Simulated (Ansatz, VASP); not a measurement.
BN: VASP beside Ansatz

Contents of POSCAR:

```
BN
1.0
    0.0000000000      1.8048254650      1.8409219743
    1.8048254650      0.0000000000      1.8409219743
    1.8048254650      1.8048254650      0.0000000000
B N
1 1
Direct
    0.0000000000      0.0000000000      0.0000000000
    0.2500000000      0.2500000000      0.2500000000
```

INCAR.step1

```
PREC     = Accurate       # precision mode
ENCUT    = 520            # plane-wave cutoff, eV
ISMEAR   = 0              # smearing method
SIGMA    = 0.01           # smearing width, eV
LREAL    = F              # projectors in reciprocal space
LASPH    = T              # aspherical terms in the spheres
NELM     = 80             # most SCF steps
NBANDS   = 11             # bands
GGA      = PE             # functional
ALGO     = Normal         # electronic algorithm
EDIFF    = 1E-4           # SCF threshold, eV
LWAVE    = T              # write WAVECAR
LCHARG   = F              # write CHGCAR
```

Contents of INCAR.step2:

```
PREC     = Accurate       # precision mode
ENCUT    = 520            # plane-wave cutoff, eV
EDIFF    = 1E-6           # SCF threshold, eV
ISMEAR   = 0              # smearing method
SIGMA    = 0.01           # smearing width, eV
LREAL    = F              # projectors in reciprocal space
LASPH    = T              # aspherical terms in the spheres
NELM     = 80             # most SCF steps
ALGO     = Normal         # electronic algorithm
ISIF     = 2              # what is computed and relaxed
LWAVE    = F              # write WAVECAR
LCHARG   = F              # write CHGCAR
METAGGA  = R2SCAN         # meta-GGA
LMIXTAU  = T            
NBANDS   = 11             # bands
ISTART   = 1
```

File KPOINTS:

```
Automatic mesh
0
Gamma
  12 12 12
```

Input for Ansatz:

```yaml
crystal:
  lattice:
    - [0.0, 1.804825465, 1.8409219743]
    - [1.804825465, 0.0, 1.8409219743]
    - [1.804825465, 1.804825465, 0.0]
  atoms:
    - { symbol: B, position: [0.0, 0.0, 0.0] }
    - { symbol: "N", position: [0.25, 0.25, 0.25] }
kpoints:
  mp_grid: { grid: [12, 12, 12] }
  band_path:
    path:
      - [0.0, 0.0, 0.0]
      - [-0.5, -0.5, 0.0]
      - [-0.375, -0.375, 0.25]
      - [-0.375, 0.0, 0.375]
      - [0.0, 0.0, 0.5]
      - [-0.5, -0.25, 0.25]
      - [0.0, 0.5, 0.5]
    npoints: 1
hamiltonian:
  xc: r2scan
scf:
  occupations: { method: fixed }
  n_extra_bands: 4
output:
  forces: true
  stress: true
  eigenvalues: true
```

Change from the starting cell: uniaxial_z strain +2.0%.

Alike in both runs: task single point; functional r2SCAN; k mesh 12 × 12 × 12; no spin polarisation.

```csv
,VASP,Ansatz
version,VASP 6.6.1,Ansatz 0.2.0
potentials or method,"VASP PAW PBE potentials, release 64 (B, N)","plane waves, PAW"
plane-wave cutoff (eV),520,500
occupations,"gaussian, width 0.01 eV",fixed
valence electrons in the cell,8,8
```

|  | VASP | Ansatz | Ansatz less VASP |
| --- | --- | --- | --- |
| gap on the k mesh at the Fermi level (eV) | 4.78 | 4.80 | +0.020 |
| pressure (GPa) | -6.4 | -7.5 | -1.04 |
| traceless stress, the component that is largest in VASP (GPa) | -8.60 | -8.63 | -0.023 |

VASP's potentials were made for PBE, not for r2SCAN.
